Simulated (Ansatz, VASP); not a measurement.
# CO2 in VASP and in Ansatz

```
CELL_PARAMETERS angstrom
12.00000 0.00000 0.00000
0.00000 12.00000 0.00000
0.00000 0.00000 12.00000
ATOMIC_POSITIONS crystal
C 0.50000 0.50000 0.50000
O 0.50000 0.50000 0.59667
O 0.50000 0.50000 0.40333
```

Alike in both runs: task single point; functional HF; k mesh 1 × 1 × 1; no spin polarisation.

|  | VASP | Ansatz |
| --- | --- | --- |
| version | VASP 6.6.1 | Ansatz 0.2.0 |
| potentials or method | VASP PAW PBE potentials, release 64 (C_h, O_h) | scalar-relativistic, plane waves, PAW |
| plane-wave cutoff (eV) | 910 | 420 |
| occupations | gaussian, width 0.01 eV | fixed |
| valence electrons in the cell | 16 | 16 |

|  | VASP | Ansatz | Ansatz less VASP |
| --- | --- | --- | --- |
| gap on the k mesh at the Fermi level (eV) | 14.88 | 14.83 | -0.055 |
| rms of the force components (eV/Å) | 1.421 | 1.527 | +0.1061 |

VASP's potentials were made for PBE, not for HF. Atom by atom the forces differ by 0.106 eV/Å (rms over components).

Noted on VASP's run: the cutoff is short for stress, so the pressure is rough.
